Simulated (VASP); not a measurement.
A run of VASP 6.6.1 is set up as follows.

The input INCAR:

```
PREC = Accurate
ENCUT = 520
EDIFF = 1E-7
ISMEAR = 0
SIGMA = 0.15
LREAL = F
LASPH = T
NELM = 100
ALGO = Normal
ISIF = 2
LWAVE = F
LCHARG = F
GGA = PS
NBANDS = 14
```

File KPOINTS:

```
regular mesh
0
Gamma
  18 18 10
```

The input POSCAR:

```
TiAl
1.0
    2.8242532992      0.0000000000      0.0000000000
   -1.4121266496      2.4458751038      0.0000000000
    0.0000000000      0.0000000000      4.5377405100
Ti Al
1 1
Direct
    0.0000000000      0.0000000000      0.0000000000
    0.3333333333      0.6666666667      0.5000000000
```

Potentials or basis: VASP PAW PBE potentials, release 64 (Ti_sv, Al).

The run is started by

```bash
$ cat potpaw_PBE.64/Ti_sv/POTCAR potpaw_PBE.64/Al/POTCAR > POTCAR
$ mpirun -np 1 vasp_std > vasp.out
```

(1) What does it give for the pressure?

## Answers

(1) 4.3 GPa.

Caveat: the cell differs from its parent crystal (strain -0.015 along x and y, -0.030 along z); the PAW data sets were made with another functional, which shifts forces and pressure a little.
